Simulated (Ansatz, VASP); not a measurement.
AsSe3 in VASP and in Ansatz

```xyz
8
Lattice="7.6832 0.0000 0.0000 -3.8416 6.6538 0.0000 0.0000 0.0000 3.6102" Properties=species:S:1:pos:R:3 pbc="T T T"
As    0.0000    4.4359    2.7077
As    3.8416    2.2179    0.9026
Se    0.0000    2.4102    0.9026
Se    1.7543    5.4487    0.9026
Se   -1.7543    5.4487    0.9026
Se    3.8416    4.2436    2.7077
Se    2.0873    1.2051    2.7077
Se    5.5959    1.2051    2.7077
```

Change from the starting cell: species swapped into the Zn3Rh type (P6_3/mmc, No. 194).

Alike in both runs: functional PBE; k mesh 3 × 3 × 4; occupations gaussian, width 0.1 eV; no spin polarisation.

Ansatz relaxed the structure, and its values are those at the end. VASP's run is a single point on that final structure, the one shown.

|  | VASP | Ansatz |
| --- | --- | --- |
| version | VASP 6.6.1 | Ansatz 0.2.0 |
| potentials or method | VASP PAW PBE potentials, release 64 (As, Se), cutoff 520 eV | scalar-relativistic, plane waves, PAW |
| valence electrons in the cell | 46 | 126 |

|  | VASP | Ansatz | Ansatz less VASP |
| --- | --- | --- | --- |
| gap on the k mesh at the Fermi level (eV) | none | none | - |
| pressure (GPa) | 0.2 | 0.1 | -0.04 |
| rms of the force components (eV/Å) | 0.005 | 0.002 | -0.0033 |

A gap of «none» marks a metal or a gap that the smearing closes. With one functional, cell and mesh, what is left measures potentials, basis and numerics. VASP's potentials hold 46 valence electrons a cell and Ansatz's 126, so a difference there can come from the potentials and not from the codes.

The k mesh is coarse, so the values compare programs but aren't converged.
